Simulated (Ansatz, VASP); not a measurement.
# Gd in VASP and in Ansatz

```
Gd
1.0
     0.00000    2.58582    2.58582
     2.58582    0.00000    2.58582
     2.58582    2.58582    0.00000
Gd
1
Cartesian
  0.0000 0.0000 0.0000
```

Alike in both runs: task single point; functional PBE; k mesh 11 × 11 × 11; occupations fermi-dirac, width 0.05 eV; collinear spin; Hubbard terms Gd f U = 1.0 eV.

```csv
,VASP,Ansatz
version,VASP 6.6.1,Ansatz 0.2.0
potentials or method,"VASP PAW PBE potentials, release 64 (Gd)","PAW with Ansatz's default frozen-core files, scalar-relativistic"
plane-wave cutoff (eV),520,420
valence electrons in the cell,18,18
```

|  | VASP | Ansatz | Ansatz less VASP |
| --- | --- | --- | --- |
| pressure (GPa) | -1.4 | -1.2 | +0.20 |
| net moment per atom (μB) | 7.74 | 7.74 | +0.004 |
| size of the moment on the site where the two differ most (μB) | 7.06 | 7.45 | +0.389 |

Site moments also hang on the region over which each program counts them. The programs project onto different local orbitals, so the same U acts differently, and such runs can settle in different states. Ansatz's warnings: filled band counts differ across k points.

Neither program's run includes spin-orbit coupling.
